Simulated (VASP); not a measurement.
The system is Ga.

```
Ga
1.0
    -1.35614    1.35614    2.26404
     1.35614   -1.35614    2.26404
     1.35614    1.35614   -2.26404
Ga
1
Cartesian
  0.0000 0.0000 0.0000
```

Base run:

| Quantity | Value |
| --- | --- |
| Program | VASP 6.6.1 |
| Functional | PBE0 |
| Potentials or basis | VASP PAW PBE potentials, release 64 (Ga_d) |
| Cutoff | 520 eV |
| k mesh | 8 × 8 × 8 |
| Occupations | fermi-dirac, width 0.05 eV |
| Spin | no spin polarisation |

Its results: band gap on the k mesh zero (an odd number of electrons rules out a gap without spin polarisation); pressure 7.4 GPa.

Problem. The run is repeated on the same cell with these changes: k mesh from 8 × 8 × 8 to 6 × 6 × 6. What comes out?

Solution. Band gap on the k mesh zero (an odd number of electrons rules out a gap without spin polarisation); pressure 8.2 GPa.

Caveats: some runs use coarse meshes; the PAW data sets were made with another functional, which shifts forces and pressure a little; the cell stands under pressure (at least some runs).
